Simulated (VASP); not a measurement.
# WSe2 in VASP: notebook

The runs below take WSe2 through single point, with PBEsol.

All numbers are computed with VASP 6.6.1; they aren't measurements. Logs are shortened: lines on timing, memory, paths and dates and some standing lists are left out, and cuts for length are marked.

### Step 1. The cell of the first run

The cell holds a slab with vacuum, 3 atoms: a = 3.318 Å, b = 3.318 Å, c = 16.658 Å, α = 90.00°, β = 90.00°, γ = 120.00°.

### Step 2. Single point, PBEsol (all Se atoms moved +0.300 Å, as atom 2 along Cartesian [1 -1 0])

File INCAR:

```
SYSTEM = WSe2
  PREC = Accurate
  ENCUT = 520
  EDIFF = 1E-6
  ISMEAR = 0
  SIGMA = 0.05
  LREAL = .FALSE.
  LASPH = .TRUE.
  NELM = 60
  ALGO = Normal
  ISIF = 2
  LWAVE = .FALSE.
  LCHARG = .FALSE.
  GGA = PS
  NBANDS = 20
```

File KPOINTS:

```
regular mesh
0
G
  12 12 2
  0 0 0
```

File POSCAR:

```
WSe2
1.0
    3.3179375931      0.0000000000      0.0000000000
   -1.6589687966      2.8734182438      0.0000000000
    0.0000000000      0.0000000000     16.6581424200
W Se
1 2
Direct
    0.0000000000      0.0000000000      0.0000000000
    0.3603554049      0.5928409941      0.0997865200
    0.3603554049      0.5928409941      0.9002134800
```

Potentials or basis: VASP PAW PBE potentials, release 64 (W_sv, Se).

Command:

```sh
$ cat potpaw_PBE.64/W_sv/POTCAR potpaw_PBE.64/Se/POTCAR > POTCAR
$ mpirun -np 1 vasp_std > vasp.out
```

OUTCAR:

```text
SYSTEM = WSe2
   PREC = Accurate
   ENCUT = 520
   EDIFF = 1E-6
   ISMEAR = 0
   LREAL = .FALSE.
   LASPH = .TRUE.
   NELM = 60
   ISIF = 2
   GGA = PS

 ion  position               nearest neighbor table
   1  0.000  0.000  0.000-   2 2.39   3 2.39   2 2.50   3 2.50   2 2.76   3 2.76
   2  0.360  0.593  0.100-   1 2.39   1 2.50   1 2.76
   3  0.360  0.593  0.900-   1 2.39   1 2.50   1 2.76

  LATTYP: Found a hexagonal cell.
 ALAT       =     3.3179375931
 C/A-ratio  =     5.0206316281

  Lattice vectors:

 A1 = (   3.3179375931,   0.0000000000,   0.0000000000)
 A2 = (  -1.6589687966,   2.8734182438,   0.0000000000)
 A3 = (   0.0000000000,   0.0000000000,  16.6581424200)

Analysis of symmetry for initial positions (statically):
=====================================================================
 Subroutine PRICEL returns:
 Original cell was already a primitive cell.

 Routine SETGRP: Setting up the symmetry group for a
 hexagonal supercell.

 Subroutine GETGRP returns: Found  2 space group operations
 (whereof  2 operations were pure point group operations)
 out of a pool of 24 trial point group operations.

The static configuration has the point symmetry C_1h.

Analysis of symmetry for dynamics (positions and initial velocities):
=====================================================================
 Subroutine PRICEL returns:
 Original cell was already a primitive cell.

 Routine SETGRP: Setting up the symmetry group for a
 hexagonal supercell.

 Subroutine GETGRP returns: Found  2 space group operations
 (whereof  2 operations were pure point group operations)
 out of a pool of 24 trial point group operations.

The dynamic configuration has the point symmetry C_1h.

 Subroutine INISYM returns: Found  2 space group operations
 (whereof  2 operations are pure point group operations),
 and found     1 'primitive' translations

----------------------------------------------------------------------------------------

                                     Primitive cell

  volume of cell :     158.8158

  direct lattice vectors                    reciprocal lattice vectors
     3.317937593  0.000000000  0.000000000     0.301392046  0.174008779  0.000000000
    -1.658968797  2.873418244  0.000000000     0.000000000  0.348017558  0.000000000
     0.000000000  0.000000000 16.658142420     0.000000000  0.000000000  0.060030703

[... 69 lines left out ...]
   total plane-waves  NPLWV =  98784
   dimension x,y,z NGX =    28 NGY =   28 NGZ =  126
   dimension x,y,z NGXF=    56 NGYF=   56 NGZF=  252
   ions per type =               1   2
   NGX,Y,Z   is equivalent  to a cutoff of  14.03, 14.03, 12.57 a.u.
   NGXF,Y,Z  is equivalent  to a cutoff of  28.06, 28.06, 25.15 a.u.
 SYSTEM =  WSe2
   PREC   = accura    normal or accurate (medium, high low for compatibility)
   ISTART =      0    job   : 0-new  1-cont  2-samecut
   ICHARG =      2    charge: 1-file 2-atom 10-const
   ISPIN  =      1    spin polarized calculation?
   LNONCOLLINEAR =      F non collinear calculations
   LSORBIT =      F    spin-orbit coupling
   LASPH  =      T    aspherical Exc in radial PAW
   ENCUT  =  520.0 eV  38.22 Ry    6.18 a.u.   6.17  6.17 30.97*2*pi/ulx,y,z
   NELM   =     60;   NELMIN=  2; NELMDL= -5     # of ELM steps
   EDIFF  = 0.1E-05   stopping-criterion for ELM
   LREAL  =      F    real-space projection
[... 7 lines left out ...]
   TEBEG  =    0.0;   TEEND  =   0.0 temperature during run
   PSTRESS=    0.0 pullay stress
   NELECT =      26.0000    total number of electrons
   NUPDOWN=      -1.0000    fix difference up-down
   EMIN   =  10.00;   EMAX   =-10.00  energy-range for DOS
   EFERMI =   0.00;   METHOD = LEGACY
   ISMEAR =     0;   SIGMA  =   0.05  broadening in eV -4-tet -1-fermi 0-gaus
   EFERMI_NEDOS =   21; number of points for ismear=-14 and -15
   IALGO  =     38    algorithm
   IMIX   =      4    mixing-type and parameters
     AMIX     =   0.40;   BMIX     =  1.00
     AMIX_MAG =   1.60;   BMIX_MAG =  1.00
  volume/ion in A,a.u.               =      52.94       357.25
  Fermi-wavevector in a.u.,A,eV,Ry     =   0.895574  1.692389 10.912587  0.802053
  Thomas-Fermi vector in A             =   2.017923
   LORBIT       =      0    0 simple, 1 ext, 2 COOP (PROOUT), +10 PAW based schemes
   GGA     = PS    functional components
   LHFCALC =     F    Hartree Fock is set to
   AEXX    =    0.0000 exact exchange contribution
   IVDW    =     0    specifies the selected vdW correction
   LEPSILON=     F    determine dielectric tensor
   LRPA    =     F    only Hartree local field effects (RPA)
 non-spin polarized calculation
 Gauss-broadening in eV      SIGMA  =   0.05
  energy-cutoff  :      520.00
  volume of cell :      158.82
 maximum number of plane-waves:      4302
 NGX is ok and might be reduce to    28
   NGX = 13   NGY = 13   NGZ = 61

 number of electron      25.9999999 magnetization

 Free energy of the ion-electron system (eV)
  ---------------------------------------------------
  ext. energy  EPLUGINS =         0.00000000
  ---------------------------------------------------
  free energy    TOTEN  =       -22.45262327 eV

  energy without entropy =      -22.45262327  energy(sigma->0) =      -22.45262327

 E-fermi :  -0.4856     XC(G=0):  -4.7762

 val. band max:       -0.8227381962   @ k =   0.3333   0.3333   0.0000
 cond. band min:       0.4852206103   @ k =  -0.3333   0.1667   0.0000
 fundamental gap:      1.3079588065
 Fermi energy:        -0.4856331654

 k-point     1 :       0.0000    0.0000    0.0000
  band No.  band energies     occupation
      1     -74.9433      2.00000
      2     -39.2310      2.00000
      3     -39.1208      2.00000
      4     -39.0320      2.00000
      5     -15.7522      2.00000
      6     -14.4333      2.00000
[... 541 lines left out ...]
     19       5.0191      0.00000
     20       5.8484      0.00000

 [... further k-points ...]
[... 5 lines left out ...]
  --------------------------------------------------------------------------------------
  -------------------------------------------------------------------------------------
  Total       -1.8171515      1.3202464      2.6582560      1.6686401      0.0000000      0.0000000
  in kB      -18.3319261     13.3190102     26.8172202     16.8337016      0.0000000      0.0000000
  external PRESSURE =       7.2681015 kB  Pullay stress =       0.0000000 kB

 VOLUME and BASIS-vectors are now :
 -----------------------------------------------------------------------------
  energy-cutoff  :      520.00
  volume of cell :      158.82
      direct lattice vectors                 reciprocal lattice vectors
     3.317937593  0.000000000  0.000000000     0.301392046  0.174008779  0.000000000
    -1.658968797  2.873418244  0.000000000     0.000000000  0.348017558  0.000000000
     0.000000000  0.000000000 16.658142420     0.000000000  0.000000000  0.060030703

 POSITION                                       TOTAL-FORCE (eV/Angst)
 -----------------------------------------------------------------------------------
      0.00000      0.00000      0.00000         3.166592     -3.640188      0.000000
      0.21213      1.70348      1.66226        -1.583296      1.820094      0.803095
      0.21213      1.70348     14.99588        -1.583296      1.820094     -0.803095
 -----------------------------------------------------------------------------------
    total drift:                                0.000028     -0.000006     -0.000000

  FREE ENERGIE OF THE ION-ELECTRON SYSTEM (eV)
  ---------------------------------------------------
  free  energy   TOTEN  =       -22.4526232723 eV

  energy  without entropy=      -22.4526232723  energy(sigma->0) =      -22.45262327
```

OSZICAR:

```text
N       E                     dE             d eps       ncg     rms          rms(c)
DAV:   1     0.167045514567E+03    0.16705E+03   -0.11960E+04  7088   0.110E+03
DAV:   2    -0.102449805640E+02   -0.17729E+03   -0.17174E+03  7612   0.257E+02
DAV:   3    -0.232594569893E+02   -0.13014E+02   -0.12901E+02  8024   0.636E+01
[... 13 lines left out ...]
DAV:  17    -0.224525868450E+02   -0.42321E-04   -0.17948E-06  5600   0.429E-03    0.228E-03
DAV:  18    -0.224526157866E+02   -0.28942E-04   -0.16743E-06  5672   0.370E-03    0.116E-03
DAV:  19    -0.224526217155E+02   -0.59289E-05   -0.22150E-07  5632   0.136E-03    0.705E-04
DAV:  20    -0.224526229253E+02   -0.12098E-05   -0.34792E-08  4420   0.612E-04    0.408E-04
DAV:  21    -0.224526232723E+02   -0.34705E-06   -0.13236E-08  4256   0.334E-04
   1 F= -.22452623E+02 E0= -.22452623E+02  d E =-.768757E-23
```

Run time: 25 min. Hardware: 1 thread of Oxide Virtual Turin-like, shared host; peak memory 0.59 GiB.

Results:

| Item | Value |
| --- | --- |
| Free energy | -22.4526 eV |
| Largest force | 4.825 eV/Å |
| Band gap on the k mesh | 1.31 eV (least direct gap 1.39 eV) |

Forces on the atoms (eV/Å):
```
W    3.167 -3.640  0.000
Se  -1.583  1.820  0.803
Se  -1.583  1.820 -0.803
```

Levels at points of the mesh, in eV from the valence-band top:
```tsv
k point	band 9	band 10	band 11	band 12	band 13	band 14	band 15	band 16	band 17	band 18
(0.00, 0.00, 0.00)	-2.61	-2.19	-2.18	-0.50	-0.02	1.36	2.13	2.76	4.15	4.39
(0.50, 0.00, 0.00)	-4.30	-3.05	-2.14	-2.08	-0.01	2.02	2.35	2.67	4.28	5.09
(0.00, 0.50, 0.00)	-4.11	-2.97	-2.44	-1.98	-0.37	1.98	2.62	2.93	4.31	5.09
(0.50, 0.50, 0.00)	-4.70	-3.69	-1.67	-1.34	-0.53	2.30	2.61	2.70	4.03	4.61
(0.00, 0.00, 0.50)	-2.61	-2.19	-2.18	-0.50	-0.02	1.36	2.13	2.76	4.15	4.52
(0.50, 0.00, 0.50)	-4.30	-3.05	-2.14	-2.08	-0.01	2.02	2.35	2.67	4.28	5.09
(0.00, 0.50, 0.50)	-4.11	-2.97	-2.44	-1.98	-0.37	1.98	2.62	2.93	4.31	5.09
(0.50, 0.50, 0.50)	-4.70	-3.69	-1.67	-1.34	-0.53	2.30	2.61	2.70	4.03	4.61
```

Caveat: the cell differs from its parent crystal (all Se atoms moved +0.300 Å, as atom 2 along Cartesian [1 -1 0]); there is no dipole correction, which matters where the two faces differ; the PAW data sets were made with another functional, which shifts forces and pressure a little; spin-orbit coupling is left out, which moves the levels of the heavy elements.

### Step 3. Single point, PBEsol (all Se atoms moved -0.225 Å, as atom 2 along Cartesian [1 -1 0])

File INCAR:

```
SYSTEM = WSe2
PREC = Accurate ; ENCUT = 520
EDIFF = 1E-6 ; ISMEAR = 0
SIGMA = 0.05 ; LREAL = .FALSE.
LASPH = .TRUE. ; NELM = 100
ALGO = Normal ; ISIF = 2
LWAVE = .FALSE. ; LCHARG = .TRUE.
GGA = PS ; LELF = .TRUE.
LVHAR = .TRUE. ; NBANDS = 20
```

KPOINTS is that of step 2.

File POSCAR:

```
WSe2
1.0
    3.3179375931      0.0000000000      0.0000000000
   -1.6589687966      2.8734182438      0.0000000000
    0.0000000000      0.0000000000     16.6581424200
W Se
1 2
Direct
    0.0000000000      0.0000000000      0.0000000000
    0.3130667796      0.7220359211      0.0997865200
    0.3130667796      0.7220359211      0.9002134800
```

Potentials or basis: VASP PAW PBE potentials, release 64 (W_sv, Se).

Command:

```sh
$ cat potpaw_PBE.64/W_sv/POTCAR potpaw_PBE.64/Se/POTCAR > POTCAR
$ mpirun -np 1 vasp_std > vasp.out
```

It took 24 min on 1 thread of Oxide Virtual Turin-like, shared host; peak memory 0.6 GiB.

It converged, with:

```yaml
Free_energy: -22.7480 eV
Largest_force: 4.191 eV/Å
Band_gap_on_the_k_mesh: 1.42 eV (least direct gap 1.46 eV)
```

Forces in eV/Å, atoms in the order of the input:
```
W   -3.097  2.823  0.000
Se   1.548 -1.412  0.515
Se   1.548 -1.412 -0.515
```

Levels at points of the mesh, in eV from the valence-band top:
| k point | band 10 | band 11 | band 12 | band 13 | band 14 | band 15 | band 16 | band 17 |
| --- | --- | --- | --- | --- | --- | --- | --- | --- |
| (0.00, 0.00, 0.00) | -2.24 | -1.83 | -0.42 | -0.40 | 1.76 | 2.34 | 3.38 | 3.81 |
| (0.50, 0.00, 0.00) | -3.16 | -1.95 | -1.75 | -0.14 | 2.22 | 2.69 | 2.73 | 4.25 |
| (0.00, 0.50, 0.00) | -3.35 | -1.82 | -1.55 | -0.29 | 2.30 | 2.70 | 2.82 | 4.18 |
| (0.50, 0.50, 0.00) | -2.84 | -2.55 | -1.50 | -0.84 | 2.11 | 2.65 | 3.91 | 4.35 |
| (0.00, 0.00, 0.50) | -2.24 | -1.83 | -0.42 | -0.40 | 1.76 | 2.34 | 3.38 | 3.81 |
| (0.50, 0.00, 0.50) | -3.16 | -1.95 | -1.75 | -0.14 | 2.22 | 2.69 | 2.73 | 4.25 |
| (0.00, 0.50, 0.50) | -3.35 | -1.82 | -1.55 | -0.29 | 2.30 | 2.70 | 2.82 | 4.18 |
| (0.50, 0.50, 0.50) | -2.84 | -2.55 | -1.50 | -0.84 | 2.11 | 2.65 | 3.91 | 4.35 |

Caveat: the cell differs from its parent crystal (all Se atoms moved -0.225 Å, as atom 2 along Cartesian [1 -1 0]); there is no dipole correction, which matters where the two faces differ; the PAW data sets were made with another functional, which shifts forces and pressure a little; spin-orbit coupling is left out, which moves the levels of the heavy elements.
